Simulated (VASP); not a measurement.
# LiF (P4/mmm) in VASP: a series of runs

Runs on LiF. Level: r2SCAN. Tasks: single point.

Everything below comes from runs of VASP 6.6.1. Logs are shortened: lines on timing, memory, paths and dates and some standing lists are left out, and cuts for length are marked.

**1. The cell of the first run**

The structure is tetragonal, space group P4/mmm (No. 123). The conventional cell has a = 2.662 Å, b = 2.662 Å, c = 2.764 Å, α = 90.00°, β = 90.00°, γ = 90.00°. Li (site symmetry 4/mmm) has 8 F at 2.34 Å and 6 Li at 2.66 to 2.76 Å within 3.1 Å. F (site symmetry 4/mmm) has 8 Li at 2.34 Å and 6 F at 2.66 to 2.76 Å within 3.1 Å.

**2. Single point, r2SCAN (strain +0.040 along x and y, +0.080 along z)**

Input file POSCAR:

```
LiF
1.0
    2.6619143200      0.0000000000      0.0000000000
    0.0000000000      2.6619143200      0.0000000000
    0.0000000000      0.0000000000      2.7642956400
Li F
1 1
Direct
    0.0000000000      0.0000000000      0.0000000000
    0.5000000000      0.5000000000      0.5000000000
```

Input file INCAR.step1:

```
SYSTEM = LiF
  PREC = Accurate
  ENCUT = 520
  ISMEAR = 0
  SIGMA = 0.05
  LREAL = .FALSE.
  LASPH = .TRUE.
  NELM = 100
  NBANDS = 12
  GGA = PE
  ALGO = Normal
  EDIFF = 1E-4
  LWAVE = .TRUE.
  LCHARG = .FALSE.
```

Input file INCAR.step2:

```
SYSTEM = LiF
  PREC = Accurate
  ENCUT = 520
  EDIFF = 1E-7
  ISMEAR = 0
  SIGMA = 0.05
  LREAL = .FALSE.
  LASPH = .TRUE.
  NELM = 100
  ALGO = Normal
  ISIF = 2
  LWAVE = .FALSE.
  LCHARG = .TRUE.
  METAGGA = R2SCAN
  LMIXTAU = .TRUE.
  LELF = .TRUE.
  LVHAR = .TRUE.
  NBANDS = 12
  ISTART = 1
```

Input file KPOINTS:

```
regular mesh
0
G
  10 10 10
  0 0 0
```

Potentials or basis: VASP PAW PBE potentials, release 64 (Li_sv, F).

Run with:

```
$ cat potpaw_PBE.64/Li_sv/POTCAR potpaw_PBE.64/F/POTCAR > POTCAR
$ cp INCAR.step1 INCAR
$ mpirun -np 1 vasp_std > vasp.out
$ cp INCAR.step2 INCAR
$ mpirun -np 1 vasp_std > vasp.out
```

OUTCAR:

```text
SYSTEM = LiF
   PREC = Accurate
   ENCUT = 520
   EDIFF = 1E-7
   ISMEAR = 0
   LREAL = .FALSE.
   LASPH = .TRUE.
   NELM = 100
   ISIF = 2
   METAGGA = R2SCAN
   ISTART = 1

 ion  position               nearest neighbor table
   1  0.000  0.000  0.000-
   2  0.500  0.500  0.500-

  LATTYP: Found a simple tetragonal cell.
 ALAT       =     2.6619143200
 C/A-ratio  =     1.0384615385

  Lattice vectors:

 A1 = (   2.6619143200,   0.0000000000,   0.0000000000)
 A2 = (   0.0000000000,   2.6619143200,   0.0000000000)
 A3 = (   0.0000000000,   0.0000000000,   2.7642956400)

Analysis of symmetry for initial positions (statically):
=====================================================================
 Subroutine PRICEL returns:
 Original cell was already a primitive cell.

 Routine SETGRP: Setting up the symmetry group for a
 simple tetragonal supercell.

 Subroutine GETGRP returns: Found 16 space group operations
 (whereof 16 operations were pure point group operations)
 out of a pool of 16 trial point group operations.

The static configuration has the point symmetry D_4h.

Analysis of symmetry for dynamics (positions and initial velocities):
=====================================================================
 Subroutine PRICEL returns:
 Original cell was already a primitive cell.

 Routine SETGRP: Setting up the symmetry group for a
 simple tetragonal supercell.

 Subroutine GETGRP returns: Found 16 space group operations
 (whereof 16 operations were pure point group operations)
 out of a pool of 16 trial point group operations.

The dynamic configuration has the point symmetry D_4h.

 Subroutine INISYM returns: Found 16 space group operations
 (whereof 16 operations are pure point group operations),
 and found     1 'primitive' translations

----------------------------------------------------------------------------------------

                                     Primitive cell

  volume of cell :      19.5872

  direct lattice vectors                    reciprocal lattice vectors
     2.661914320  0.000000000  0.000000000     0.375669492  0.000000000  0.000000000
     0.000000000  2.661914320  0.000000000     0.000000000  0.375669492  0.000000000
     0.000000000  0.000000000  2.764295640     0.000000000  0.000000000  0.361755807

  length of vectors
     2.661914320  2.661914320  2.764295640     0.375669492  0.375669492  0.361755807

  position of ions in fractional coordinates (direct lattice)
     0.000000000  0.000000000  0.000000000
     0.500000000  0.500000000  0.500000000

  ion indices of the primitive-cell ions
   primitive index   ion index
                 1           1
                 2           2

----------------------------------------------------------------------------------------

 KPOINTS: regular mesh

Automatic generation of k-mesh.
 Grid dimensions read from file:
 generate k-points for:   10   10   10

 Generating k-lattice:

  Cartesian coordinates                     Fractional coordinates (reciprocal lattice)
     0.037566949  0.000000000  0.000000000     0.100000000  0.000000000  0.000000000
     0.000000000  0.037566949  0.000000000     0.000000000  0.100000000  0.000000000
     0.000000000  0.000000000  0.036175581     0.000000000  0.000000000  0.100000000

  Length of vectors
     0.037566949  0.037566949  0.036175581

  Shift w.r.t. Gamma in fractional coordinates (k-lattice)
     0.000000000  0.000000000  0.000000000

 Subroutine IBZKPT returns following result:
 ===========================================

 Found    126 irreducible k-points:

 Following reciprocal coordinates:
            Coordinates               Weight
  0.000000  0.000000  0.000000      1.000000
  0.100000  0.000000  0.000000      4.000000
  0.200000  0.000000  0.000000      4.000000
  0.300000  0.000000  0.000000      4.000000
  0.400000  0.000000  0.000000      4.000000
  0.500000  0.000000  0.000000      2.000000
[... 16 lines left out ...]
  0.100000  0.000000  0.100000      8.000000
  0.200000  0.000000  0.100000      8.000000
 [... further k-points ...]
   k-points           NKPTS =    126   k-points in BZ     NKDIM =    126   number of bands    NBANDS=     12
   number of dos      NEDOS =    301   number of ions     NIONS =      2
   total plane-waves  NPLWV =   9600
   dimension x,y,z NGX =    20 NGY =   20 NGZ =   24
   dimension x,y,z NGXF=    40 NGYF=   40 NGZF=   48
   ions per type =               1   1
   NGX,Y,Z   is equivalent  to a cutoff of  12.49, 12.49, 14.43 a.u.
   NGXF,Y,Z  is equivalent  to a cutoff of  24.98, 24.98, 28.87 a.u.
 SYSTEM =  LiF
   PREC   = accura    normal or accurate (medium, high low for compatibility)
   ISTART =      1    job   : 0-new  1-cont  2-samecut
   ICHARG =      0    charge: 1-file 2-atom 10-const
   ISPIN  =      1    spin polarized calculation?
   LNONCOLLINEAR =      F non collinear calculations
   LSORBIT =      F    spin-orbit coupling
   LASPH  =      T    aspherical Exc in radial PAW
   ENCUT  =  520.0 eV  38.22 Ry    6.18 a.u.   4.95  4.95  5.14*2*pi/ulx,y,z
   NELM   =    100;   NELMIN=  2; NELMDL=  0     # of ELM steps
   EDIFF  = 0.1E-06   stopping-criterion for ELM
   LREAL  =      F    real-space projection
   EDIFFG = 0.1E-05   stopping-criterion for IOM
   NSW    =      0    number of steps for IOM
   IBRION =     -1    ionic relax: 0-MD 1-quasi-New 2-CG
   NFREE  =      0    steps in history (QN), initial steepest desc. (CG)
   ISIF   =      2    stress and relaxation
   ISYM   =      2    0-nonsym 1-usesym 2-fastsym
   POTIM  = 0.5000    time-step for ionic-motion
   TEBEG  =    0.0;   TEEND  =   0.0 temperature during run
   PSTRESS=    0.0 pullay stress
   NELECT =      10.0000    total number of electrons
   NUPDOWN=      -1.0000    fix difference up-down
   EMIN   =  10.00;   EMAX   =-10.00  energy-range for DOS
   EFERMI =   0.00;   METHOD = LEGACY
   ISMEAR =     0;   SIGMA  =   0.05  broadening in eV -4-tet -1-fermi 0-gaus
   EFERMI_NEDOS =   21; number of points for ismear=-14 and -15
   IALGO  =     38    algorithm
   IMIX   =      4    mixing-type and parameters
     AMIX     =   0.40;   BMIX     =  1.00
     AMIX_MAG =   1.60;   BMIX_MAG =  1.00
  volume/ion in A,a.u.               =       9.79        66.09
  Fermi-wavevector in a.u.,A,eV,Ry     =   1.308430  2.472575 23.293039  1.711990
  Thomas-Fermi vector in A             =   2.439098
   LORBIT       =      0    0 simple, 1 ext, 2 COOP (PROOUT), +10 PAW based schemes
   METAGGA = R2SCAN    functional components
   LHFCALC =     F    Hartree Fock is set to
   AEXX    =    0.0000 exact exchange contribution
   IVDW    =     0    specifies the selected vdW correction
   LEPSILON=     F    determine dielectric tensor
   LRPA    =     F    only Hartree local field effects (RPA)
 non-spin polarized calculation
 Gauss-broadening in eV      SIGMA  =   0.05
  energy-cutoff  :      520.00
  volume of cell :       19.59
 maximum number of plane-waves:       542
 NGX is ok and might be reduce to    20
   NGX =  9   NGY =  9   NGZ = 11

 number of electron       9.9999987 magnetization

 Free energy of the ion-electron system (eV)
  ---------------------------------------------------
  ext. energy  EPLUGINS =         0.00000000
  ---------------------------------------------------
  free energy    TOTEN  =       -11.10189875 eV

  energy without entropy =      -11.10189875  energy(sigma->0) =      -11.10189875

 E-fermi :  -0.9521     XC(G=0):  -9.6603

 val. band max:       -1.3613343902   @ k =   0.5000   0.0000   0.5000
 cond. band min:       6.0329409389   @ k =   0.0000   0.0000   0.0000
 fundamental gap:      7.3942753291
 Fermi energy:        -0.9520530501

 k-point     1 :       0.0000    0.0000    0.0000
  band No.  band energies     occupation
      1     -45.7654      2.00000
      2     -22.7979      2.00000
      3      -2.1973      2.00000
      4      -1.8628      2.00000
      5      -1.8628      2.00000
      6       6.0329      0.00000
      7      17.0127      0.00000
      8      17.8652      0.00000
      9      18.7158      0.00000
     10      19.7344      0.00000
     11      19.7344      0.00000
     12      34.9127      0.00000

 k-point     2 :       0.1000    0.0000    0.0000
  band No.  band energies     occupation
      1     -45.7629      2.00000
      2     -22.7652      2.00000
      3      -2.1638      2.00000
      4      -2.1624      2.00000
      5      -1.8335      2.00000
      6       6.2646      0.00000
      7      16.1547      0.00000
      8      17.4895      0.00000
      9      18.6863      0.00000
     10      19.7306      0.00000
     11      21.6940      0.00000
     12      33.4476      0.00000

 k-point     3 :       0.2000    0.0000    0.0000
  band No.  band energies     occupation
      1     -45.7564      2.00000
      2     -22.6783      2.00000
      3      -2.8742      2.00000
      4      -2.0749      2.00000
      5      -1.7559      2.00000
      6       6.7925      0.00000
      7      14.5485      0.00000
      8      18.0930      0.00000
      9      18.5949      0.00000
     10      19.7161      0.00000
     11      24.8524      0.00000
     12      31.0232      0.00000
[... 286 lines left out ...]
 k-point    23 :       0.1000    0.0000    0.1000
  band No.  band energies     occupation
      1     -45.7611      2.00000
      2     -22.7401      2.00000
      3      -2.4270      2.00000
      4      -2.1332      2.00000
      5      -1.8098      2.00000
      6       6.5111      0.00000
      7      15.4716      0.00000
      8      16.8520      0.00000
      9      19.7110      0.00000
     10      20.2650      0.00000
     11      22.0256      0.00000
     12      31.4366      0.00000

 k-point    24 :       0.2000    0.0000    0.1000
  band No.  band energies     occupation
      1     -45.7546      2.00000
      2     -22.6525      2.00000
      3      -2.8516      2.00000
      4      -2.3274      2.00000
      5      -1.7339      2.00000
      6       7.0593      0.00000
      7      14.4675      0.00000
      8      16.4746      0.00000
      9      19.7510      0.00000
     10      20.5279      0.00000
     11      25.0776      0.00000
     12      29.0724      0.00000

 [... further k-points ...]

------------------------ aborting loop because EDIFF is reached ----------------------------------------

  FORCE on cell =-STRESS in cart. coord.  units (eV):
  Direction    XX          YY          ZZ          XY          YZ          ZX
  --------------------------------------------------------------------------------------
  -------------------------------------------------------------------------------------
  Total       -1.0608299     -1.0608299     -2.0666631      0.0000000      0.0000000      0.0000000
  in kB      -86.7728143    -86.7728143   -169.0470611      0.0000000      0.0000000      0.0000000
  external PRESSURE =    -114.1975632 kB  Pullay stress =       0.0000000 kB

 VOLUME and BASIS-vectors are now :
 -----------------------------------------------------------------------------
  energy-cutoff  :      520.00
  volume of cell :       19.59
      direct lattice vectors                 reciprocal lattice vectors
     2.661914320  0.000000000  0.000000000     0.375669492  0.000000000  0.000000000
     0.000000000  2.661914320  0.000000000     0.000000000  0.375669492  0.000000000
     0.000000000  0.000000000  2.764295640     0.000000000  0.000000000  0.361755807

 POSITION                                       TOTAL-FORCE (eV/Angst)
 -----------------------------------------------------------------------------------
      0.00000      0.00000      0.00000         0.000000      0.000000      0.000000
      1.33096      1.33096      1.38215         0.000000      0.000000      0.000000
 -----------------------------------------------------------------------------------
    total drift:                               -0.000000      0.000000      0.000000

  FREE ENERGIE OF THE ION-ELECTRON SYSTEM (eV)
  ---------------------------------------------------
  free  energy   TOTEN  =       -11.1018987531 eV

  energy  without entropy=      -11.1018987531  energy(sigma->0) =      -11.10189875
```

Wall time 2.4 min (1 thread of Intel Xeon 8259CL, shared host); peak memory 0.14 GiB.

What came out:

```
Free energy            : -11.1019 eV
Band gap on the k mesh : 7.39 eV (least direct gap 7.90 eV)
```

Caveat: the cell differs from its parent crystal (strain +0.040 along x and y, +0.080 along z); the cutoff is under 1.25 times the usual one of these potentials, so pressure, stress and relaxed cells hold a basis-set (Pulay) error; the PAW data sets were made with another functional, which shifts forces and pressure a little.

**3. Single point, r2SCAN (strain +0.080 along x and y, +0.040 along z)**

Input file POSCAR:

```
LiF
1.0
    2.7642956400      0.0000000000      0.0000000000
    0.0000000000      2.7642956400      0.0000000000
    0.0000000000      0.0000000000      2.6619143200
Li F
1 1
Direct
    0.0000000000      0.0000000000      0.0000000000
    0.5000000000      0.5000000000      0.5000000000
```

Input file INCAR.step1:

```
PREC     = Accurate       # precision mode
ENCUT    = 520            # plane-wave cutoff, eV
ISMEAR   = 0              # smearing method
SIGMA    = 0.05           # smearing width, eV
LREAL    = False          # projectors in reciprocal space
LASPH    = True           # aspherical terms in the spheres
NELM     = 60             # most SCF steps
NBANDS   = 12             # bands
GGA      = PE             # functional
ALGO     = Normal         # electronic algorithm
EDIFF    = 1E-4           # SCF threshold, eV
LWAVE    = True           # write WAVECAR
LCHARG   = False          # write CHGCAR
```

Input file INCAR.step2:

```
PREC     = Accurate       # precision mode
ENCUT    = 520            # plane-wave cutoff, eV
EDIFF    = 1E-6           # SCF threshold, eV
ISMEAR   = 0              # smearing method
SIGMA    = 0.05           # smearing width, eV
LREAL    = False          # projectors in reciprocal space
LASPH    = True           # aspherical terms in the spheres
NELM     = 60             # most SCF steps
ALGO     = Normal         # electronic algorithm
ISIF     = 2              # what is computed and relaxed
LWAVE    = False          # write WAVECAR
LCHARG   = True           # write CHGCAR
METAGGA  = R2SCAN         # meta-GGA
LMIXTAU  = True         
LELF     = True           # ELF
LVHAR    = True         
NBANDS   = 12             # bands
ISTART   = 1
```

Input file KPOINTS:

```
regular mesh
0
Gamma
  10 10 10
```

Potentials or basis: VASP PAW PBE potentials, release 64 (Li_sv, F).

Run with:

```
$ cat potpaw_PBE.64/Li_sv/POTCAR potpaw_PBE.64/F/POTCAR > POTCAR
$ cp INCAR.step1 INCAR
$ mpirun -np 1 vasp_std > vasp.out
$ cp INCAR.step2 INCAR
$ mpirun -np 1 vasp_std > vasp.out
```

It took 1.9 min on 1 thread of Intel Xeon 8259CL, shared host; peak memory 0.15 GiB.

Results (log left out):

```yaml
Free_energy: -11.0495 eV
Band_gap_on_the_k_mesh: 7.06 eV (least direct gap 7.50 eV)
```

Levels at points of the mesh, in eV from the valence-band top:
| k point | band 1 | band 2 | band 3 | band 4 | band 5 | band 6 | band 7 | band 8 | band 9 | band 10 |
| --- | --- | --- | --- | --- | --- | --- | --- | --- | --- | --- |
| (0.00, 0.00, 0.00) | -44.54 | -21.38 | -0.76 | -0.76 | -0.43 | 7.06 | 18.04 | 18.92 | 19.89 | 19.89 |
| (0.50, 0.00, 0.00) | -44.53 | -21.11 | -3.00 | -0.47 | -0.18 | 9.06 | 13.01 | 19.34 | 20.69 | 23.63 |
| (0.50, 0.50, 0.00) | -44.51 | -20.81 | -2.67 | -2.67 | 0.00 | 12.99 | 13.17 | 13.17 | 18.72 | 23.86 |
| (0.00, 0.00, 0.50) | -44.52 | -21.02 | -2.99 | -0.41 | -0.41 | 8.88 | 13.49 | 19.75 | 19.75 | 23.42 |
| (0.50, 0.00, 0.50) | -44.50 | -20.73 | -2.64 | -2.54 | -0.21 | 12.92 | 13.32 | 13.47 | 18.19 | 23.03 |
| (0.50, 0.50, 0.50) | -44.49 | -20.49 | -1.96 | -1.84 | -1.84 | 11.22 | 11.54 | 11.54 | 22.37 | 22.37 |

Caveat: the cell differs from its parent crystal (strain +0.080 along x and y, +0.040 along z); the cutoff is under 1.25 times the usual one of these potentials, so pressure, stress and relaxed cells hold a basis-set (Pulay) error; the PAW data sets were made with another functional, which shifts forces and pressure a little. A k mesh can miss the band edges.
